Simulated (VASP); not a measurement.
# Pt3Pb (Pm-3m) in VASP: notebook

Runs on Pt3Pb. Level: LDA. Tasks: relaxation of cell and atoms.

Everything below comes from runs of VASP 6.6.1. Logs are shortened: lines on timing, memory, paths and dates and some standing lists are left out, and cuts for length are marked.

## (1) The cell of the first run

Symmetry: Pm-3m, No. 221, cubic system. Conventional cell: a = 4.058 Å, b = 4.058 Å, c = 4.058 Å, α = 90.00°, β = 90.00°, γ = 90.00°. Within 3.8 Å of Pt (site symmetry 4/mmm) lie 8 Pt at 2.87 Å and 4 Pb at 2.87 Å. Within 3.8 Å of Pb (site symmetry m-3m) lie 12 Pt at 2.87 Å.

## (2) Relaxation of cell and atoms, LDA

Contents of INCAR:

```
  ALGO = Normal
  EDIFF = 1E-7
  EDIFFG = -0.01
  ENCUT = 600
  IBRION = 2
  ISIF = 3
  ISMEAR = -1
  LASPH = T
  LCHARG = F
  LREAL = F
  LWAVE = F
  NELM = 100
  NSW = 60
  PREC = Accurate
  SIGMA = 0.1
```

Contents of KPOINTS:

```
k-points
0
Gamma
  6 6 6
```

Contents of POSCAR:

```
Pt3Pb
1.0
    4.0580000000      0.0000000000      0.0000000000
    0.0000000000      4.0580000000      0.0000000000
    0.0000000000      0.0000000000      4.0580000000
Pt Pb
3 1
Direct
    0.0000000000      0.5000000000      0.5000000000
    0.5000000000      0.0000000000      0.5000000000
    0.5000000000      0.5000000000      0.0000000000
    0.0000000000      0.0000000000      0.0000000000
```

Potentials or basis: VASP PAW LDA potentials, release 64 (Pt, Pb_d).

Run with:

```console
$ cat potpaw_LDA.64/Pt/POTCAR potpaw_LDA.64/Pb_d/POTCAR > POTCAR
$ mpirun -np 1 vasp_std > vasp.out
```

OUTCAR:

```text
EDIFF = 1E-7
   EDIFFG = -0.01
   ENCUT = 600
   IBRION = 2
   ISIF = 3
   ISMEAR = -1
   LASPH = T
   LREAL = F
   NELM = 100
   NSW = 60
   PREC = Accurate

 ion  position               nearest neighbor table
   1  0.000  0.500  0.500-   2 2.87   3 2.87   4 2.87   3 2.87   4 2.87   2 2.87   4 2.87   4 2.87
                             2 2.87   3 2.87   3 2.87   2 2.87
   2  0.500  0.000  0.500-   1 2.87   3 2.87   4 2.87   3 2.87   4 2.87   1 2.87   3 2.87   3 2.87
                             1 2.87   4 2.87   4 2.87   1 2.87
   3  0.500  0.500  0.000-   1 2.87   2 2.87   4 2.87   1 2.87   2 2.87   2 2.87   4 2.87   2 2.87
                             1 2.87   4 2.87   1 2.87   4 2.87
   4  0.000  0.000  0.000-   1 2.87   2 2.87   3 2.87   1 2.87   2 2.87   1 2.87   3 2.87   1 2.87
                             2 2.87   3 2.87   2 2.87   3 2.87

  LATTYP: Found a simple cubic cell.
 ALAT       =     4.0580000000

  Lattice vectors:

 A1 = (   4.0580000000,   0.0000000000,   0.0000000000)
 A2 = (   0.0000000000,   4.0580000000,   0.0000000000)
 A3 = (   0.0000000000,   0.0000000000,   4.0580000000)

Analysis of symmetry for initial positions (statically):
=====================================================================
 Subroutine PRICEL returns:
 Original cell was already a primitive cell.

 Routine SETGRP: Setting up the symmetry group for a
 simple cubic supercell.

 Subroutine GETGRP returns: Found 48 space group operations
 (whereof 48 operations were pure point group operations)
 out of a pool of 48 trial point group operations.

The static configuration has the point symmetry O_h .

Analysis of symmetry for dynamics (positions and initial velocities):
=====================================================================
 Subroutine PRICEL returns:
 Original cell was already a primitive cell.

 Routine SETGRP: Setting up the symmetry group for a
 simple cubic supercell.

 Subroutine GETGRP returns: Found 48 space group operations
 (whereof 48 operations were pure point group operations)
 out of a pool of 48 trial point group operations.

The dynamic configuration has the point symmetry O_h .

 Subroutine INISYM returns: Found 48 space group operations
 (whereof 48 operations are pure point group operations),
 and found     1 'primitive' translations

----------------------------------------------------------------------------------------

                                     Primitive cell

  volume of cell :      66.8246

  direct lattice vectors                    reciprocal lattice vectors
     4.058000000  0.000000000  0.000000000     0.246426811  0.000000000  0.000000000
     0.000000000  4.058000000  0.000000000     0.000000000  0.246426811  0.000000000
     0.000000000  0.000000000  4.058000000     0.000000000  0.000000000  0.246426811

  length of vectors
     4.058000000  4.058000000  4.058000000     0.246426811  0.246426811  0.246426811

  position of ions in fractional coordinates (direct lattice)
     0.000000000  0.500000000  0.500000000
     0.500000000  0.000000000  0.500000000
     0.500000000  0.500000000  0.000000000
     0.000000000  0.000000000  0.000000000

  ion indices of the primitive-cell ions
   primitive index   ion index
                 1           1
                 2           2
                 3           3
                 4           4

----------------------------------------------------------------------------------------

 KPOINTS: k-points

Automatic generation of k-mesh.
 Grid dimensions read from file:
 generate k-points for:    6    6    6

 Generating k-lattice:

  Cartesian coordinates                     Fractional coordinates (reciprocal lattice)
     0.041071135  0.000000000  0.000000000     0.166666667  0.000000000  0.000000000
     0.000000000  0.041071135  0.000000000     0.000000000  0.166666667  0.000000000
     0.000000000  0.000000000  0.041071135     0.000000000  0.000000000  0.166666667

  Length of vectors
     0.041071135  0.041071135  0.041071135

  Shift w.r.t. Gamma in fractional coordinates (k-lattice)
     0.000000000  0.000000000  0.000000000

 Subroutine IBZKPT returns following result:
 ===========================================

 Found     20 irreducible k-points:

 Following reciprocal coordinates:
            Coordinates               Weight
  0.000000  0.000000  0.000000      1.000000
  0.166667  0.000000  0.000000      6.000000
  0.333333  0.000000  0.000000      6.000000
  0.500000  0.000000  0.000000      3.000000
  0.166667  0.166667  0.000000     12.000000
  0.333333  0.166667  0.000000     24.000000
[... 12 lines left out ...]
  0.500000  0.500000  0.333333      6.000000
  0.500000  0.500000  0.500000      1.000000
   k-points           NKPTS =     20   k-points in BZ     NKDIM =     20   number of bands    NBANDS=     26
   number of dos      NEDOS =    301   number of ions     NIONS =      4
   total plane-waves  NPLWV =  32768
   dimension x,y,z NGX =    32 NGY =   32 NGZ =   32
   dimension x,y,z NGXF=    64 NGYF=   64 NGZF=   64
   ions per type =               3   1
   NGX,Y,Z   is equivalent  to a cutoff of  13.11, 13.11, 13.11 a.u.
   NGXF,Y,Z  is equivalent  to a cutoff of  26.22, 26.22, 26.22 a.u.
 SYSTEM =  unknown system
   PREC   = accura    normal or accurate (medium, high low for compatibility)
   ISTART =      0    job   : 0-new  1-cont  2-samecut
   ICHARG =      2    charge: 1-file 2-atom 10-const
   ISPIN  =      1    spin polarized calculation?
   LNONCOLLINEAR =      F non collinear calculations
   LSORBIT =      F    spin-orbit coupling
   LASPH  =      T    aspherical Exc in radial PAW
   ENCUT  =  600.0 eV  44.10 Ry    6.64 a.u.   8.10  8.10  8.10*2*pi/ulx,y,z
   NELM   =    100;   NELMIN=  2; NELMDL= -5     # of ELM steps
   EDIFF  = 0.1E-06   stopping-criterion for ELM
   LREAL  =      F    real-space projection
   EDIFFG = -.1E-01   stopping-criterion for IOM
   NSW    =     60    number of steps for IOM
   IBRION =      2    ionic relax: 0-MD 1-quasi-New 2-CG
   NFREE  =      1    steps in history (QN), initial steepest desc. (CG)
   ISIF   =      3    stress and relaxation
   ISYM   =      2    0-nonsym 1-usesym 2-fastsym
   POTIM  = 0.5000    time-step for ionic-motion
   TEBEG  =    0.0;   TEEND  =   0.0 temperature during run
   PSTRESS=    0.0 pullay stress
   NELECT =      44.0000    total number of electrons
   NUPDOWN=      -1.0000    fix difference up-down
   EMIN   =  10.00;   EMAX   =-10.00  energy-range for DOS
   EFERMI =   0.00;   METHOD = LEGACY
   ISMEAR =    -1;   SIGMA  =   0.10  broadening in eV -4-tet -1-fermi 0-gaus
   EFERMI_NEDOS =   21; number of points for ismear=-14 and -15
   IALGO  =     38    algorithm
   IMIX   =      4    mixing-type and parameters
     AMIX     =   0.40;   BMIX     =  1.00
     AMIX_MAG =   1.60;   BMIX_MAG =  1.00
  volume/ion in A,a.u.               =      16.71       112.74
  Fermi-wavevector in a.u.,A,eV,Ry     =   1.424231  2.691406 27.598508  2.028433
  Thomas-Fermi vector in A             =   2.544744
   LORBIT       =      0    0 simple, 1 ext, 2 COOP (PROOUT), +10 PAW based schemes
   GGA     = CA    functional components
   LHFCALC =     F    Hartree Fock is set to
   AEXX    =    0.0000 exact exchange contribution
   IVDW    =     0    specifies the selected vdW correction
   LEPSILON=     F    determine dielectric tensor
   LRPA    =     F    only Hartree local field effects (RPA)
 conjugate gradient relaxation of ions
 non-spin polarized calculation
  energy-cutoff  :      600.00
  volume of cell :       66.82
 maximum number of plane-waves:      2272
   NGX = 17   NGY = 17   NGZ = 17

--------------------------------------- Ionic step        1  -------------------------------------------

 number of electron      44.0000003 magnetization

 Free energy of the ion-electron system (eV)
  ---------------------------------------------------
  ext. energy  EPLUGINS =         0.00000000
  ---------------------------------------------------
  free energy    TOTEN  =       -27.14699434 eV

  energy without entropy =      -27.11367523  energy(sigma->0) =      -27.13033479

------------------------ aborting loop because EDIFF is reached ----------------------------------------

  FORCE on cell =-STRESS in cart. coord.  units (eV):
  Direction    XX          YY          ZZ          XY          YZ          ZX
  --------------------------------------------------------------------------------------
  -------------------------------------------------------------------------------------
  Total       -0.8630331     -0.8630331     -0.8630331     -0.0000000     -0.0000000     -0.0000000
  in kB      -20.6919725    -20.6919725    -20.6919725     -0.0000000     -0.0000000     -0.0000000
  external PRESSURE =     -20.6919725 kB  Pullay stress =       0.0000000 kB

 VOLUME and BASIS-vectors are now :
 -----------------------------------------------------------------------------
  energy-cutoff  :      600.00
  volume of cell :       66.82
      direct lattice vectors                 reciprocal lattice vectors
     4.058000000  0.000000000  0.000000000     0.246426811  0.000000000  0.000000000
     0.000000000  4.058000000  0.000000000     0.000000000  0.246426811  0.000000000
     0.000000000  0.000000000  4.058000000     0.000000000  0.000000000  0.246426811
[... 39 lines left out ...]
 POSITION                                       TOTAL-FORCE (eV/Angst)
 -----------------------------------------------------------------------------------
      0.00000      2.00788      2.00788         0.000000     -0.000000      0.000000
      2.00788     -0.00000      2.00788        -0.000000     -0.000000      0.000000
      2.00788      2.00788     -0.00000        -0.000000      0.000000      0.000000
      0.00000      0.00000      0.00000        -0.000000      0.000000      0.000000
 -----------------------------------------------------------------------------------
    total drift:                                0.000000     -0.000000     -0.000000

  FREE ENERGIE OF THE ION-ELECTRON SYSTEM (eV)
  ---------------------------------------------------
  free  energy   TOTEN  =       -27.1291604000 eV

  energy  without entropy=      -27.0971421836  energy(sigma->0) =      -27.11315129

--------------------------------------- Ionic step        3  -------------------------------------------

 number of electron      44.0000008 magnetization

 Free energy of the ion-electron system (eV)
  ---------------------------------------------------
  ext. energy  EPLUGINS =         0.00000000
  ---------------------------------------------------
  free energy    TOTEN  =       -27.15117248 eV

  energy without entropy =      -27.11824708  energy(sigma->0) =      -27.13470978

 E-fermi :  11.4374     XC(G=0): -13.2712

 val. band max:       11.3849531500   @ k =   0.5000   0.5000   0.3333
 cond. band min:      11.4697344527   @ k =   0.0000   0.0000   0.0000
 fundamental gap:      0.0847813028
 Fermi energy:        11.4374359960

 k-point     1 :       0.0000    0.0000    0.0000
  band No.  band energies     occupation
      1      -5.9951      2.00000
      2      -5.9951      2.00000
      3      -5.9381      2.00000
      4      -5.9381      2.00000
      5      -5.9381      2.00000
      6      -1.1841      2.00000
[... 18 lines left out ...]
     25      13.0000      0.00000
     26      17.5838      0.00000
[... 571 lines left out ...]
 POSITION                                       TOTAL-FORCE (eV/Angst)
 -----------------------------------------------------------------------------------
      0.00000      2.02253      2.02253         0.000000     -0.000000      0.000000
      2.02253     -0.00000      2.02253        -0.000000     -0.000000      0.000000
      2.02253      2.02253     -0.00000        -0.000000      0.000000      0.000000
      0.00000      0.00000      0.00000        -0.000000      0.000000      0.000000
 -----------------------------------------------------------------------------------
    total drift:                                0.000000     -0.000000     -0.000000

  FREE ENERGIE OF THE ION-ELECTRON SYSTEM (eV)
  ---------------------------------------------------
  free  energy   TOTEN  =       -27.1511724765 eV

  energy  without entropy=      -27.1182470787  energy(sigma->0) =      -27.13470978

 reached required accuracy - stopping structural energy minimisation
```

Wall time 75 s (1 thread of AMD EPYC 7R43 (Zen 3), shared host); peak memory 0.15 GiB.

Results:

```
Free energy                           : -27.1512 eV
Relaxed volume                        : 16.55 Å³/atom
Relaxed cell                          : a = 4.045 Å, b = 4.045 Å, c = 4.045 Å, α = 90.00°, β = 90.00°, γ = 90.00°
Space group after relaxing (to 0.1 Å) : Pm-3m (No. 221)
Energy gained by relaxing             : 1.0 meV/atom
Ionic steps                           : 3
Pressure after relaxing               : 0.0 GPa
Band gap on the k mesh                : zero (bands 22 and 23 overlap by 0.44 eV)
```

Step by step:
| step | energy change (eV) | largest force (eV/Å) | pressure (GPa) | volume (Å³) |
| --- | --- | --- | --- | --- |
| 1 | 0.0000 | 0.0000 | -2.07 | 66.82 |
| 2 | 0.0178 | 0.0000 | 5.07 | 64.76 |
| 3 | -0.0042 | 0.0000 | -0.01 | 66.19 |

Final structure:
```yaml
crystal:
  lattice:
    - [4.04507, 0.00000, 0.00000]
    - [0.00000, 4.04507, 0.00000]
    - [0.00000, 0.00000, 4.04507]
  atoms:
    - { symbol: Pt, position: [0.00000, 0.50000, 0.50000] }
    - { symbol: Pt, position: [0.50000, 0.00000, 0.50000] }
    - { symbol: Pt, position: [0.50000, 0.50000, 0.00000] }
    - { symbol: Pb, position: [0.00000, 0.00000, 0.00000] }
```

Levels at points of the mesh, in eV from the Fermi level:
| k point | band 19 | band 20 | band 21 | band 22 | band 23 | band 24 | band 25 | band 26 |
| --- | --- | --- | --- | --- | --- | --- | --- | --- |
| (0.00, 0.00, 0.00) | -1.12 | -1.12 | -0.48 | 0.03 | 0.03 | 0.03 | 1.56 | 6.15 |
| (0.50, 0.00, 0.00) | -2.48 | -2.39 | -1.17 | 0.04 | 1.07 | 4.05 | 4.05 | 5.52 |
| (0.50, 0.50, 0.00) | -2.28 | -2.13 | -1.93 | -1.60 | 0.82 | 0.82 | 4.78 | 6.99 |
| (0.50, 0.50, 0.50) | -1.99 | -1.99 | -0.79 | -0.40 | -0.40 | -0.40 | -0.07 | 3.52 |

Caveat: spin-orbit coupling is left out, which moves the levels of the heavy elements. Zero-point motion and thermal expansion aren't in these numbers.

(Part 1 of 2 ends here.)

The gap in the log of VASP goes by the Fermi energy; the results here count the filled bands.